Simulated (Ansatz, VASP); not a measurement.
Two plane-wave programs on SnO2

Contents of INCAR:

```
SYSTEM = SnO2
  ALGO = Normal
  EDIFF = 1E-7
  ENCUT = 520
  ISIF = 2
  ISMEAR = 0
  LASPH = .TRUE.
  LCHARG = .TRUE.
  LELF = .TRUE.
  LREAL = .FALSE.
  LVHAR = .TRUE.
  LWAVE = .FALSE.
  NBANDS = 20
  NELM = 100
  PREC = Accurate
  SIGMA = 0.05
```

File KPOINTS:

```
k-points
0
G
  12 12 12
  0 0 0
```

Contents of POSCAR:

```
SnO2
1.0
    1.6170930752      0.9336291223      4.8005925840
   -1.6170930752      0.9336291223      4.8005925840
    0.0000000000     -1.8672582446      4.8005925840
Sn O
1 2
Direct
    0.4360301629      0.4360301629      0.5966935317
    0.2371700000      0.2371700000      0.2371700000
    0.7628300000      0.7628300000      0.7628300000
```

Input for Ansatz:

```yaml
crystal:
  lattice:
    - [1.6170930752, 0.9336291223, 4.800592584]
    - [-1.6170930752, 0.9336291223, 4.800592584]
    - [0.0, -1.8672582446, 4.800592584]
  atoms:
    - { symbol: Sn, position: [0.4360301629, 0.4360301629, 0.5966935317] }
    - { symbol: O, position: [0.23717, 0.23717, 0.23717] }
    - { symbol: O, position: [0.76283, 0.76283, 0.76283] }
basis:
  ecutwfc: 420
kpoints:
  mp_grid: { grid: [12, 12, 12] }
hamiltonian:
  xc: lda
scf:
  occupations: { method: gaussian, width: 0.05 }
output:
  forces: true
  stress: true
  eigenvalues: true
  write_density: true
  write_potential: true
  elf: true
  volumetric_format: npy
```

Alike in both runs: task single point; functional LDA; k mesh 12 × 12 × 12; occupations gaussian, width 0.05 eV; no spin polarisation.

|  | VASP | Ansatz |
| --- | --- | --- |
| version | VASP 6.6.1 | Ansatz 0.2.0 |
| potentials or method | VASP PAW LDA potentials, release 64 (Sn_d, O), cutoff 520 eV | scalar-relativistic, plane waves, PAW |
| valence electrons in the cell | 26 | 26 |

|  | VASP | Ansatz | Ansatz less VASP |
| --- | --- | --- | --- |
| gap on the k mesh at the Fermi level (eV) | 1.60 | 1.61 | +0.008 |
| least direct gap on the mesh (eV) | 1.67 | 1.67 | +0.005 |
| pressure (GPa) | 0.9 | 0.2 | -0.74 |
| traceless stress, the component that is largest in VASP (GPa) | 5.14 | 4.82 | -0.321 |
| rms of the force components (eV/Å) | 1.864 | 1.814 | -0.0501 |

LDA's correlation is that of Perdew and Zunger in VASP and of Perdew and Wang (1992) in Ansatz. Atom by atom the forces differ by 0.068 eV/Å (rms over components).
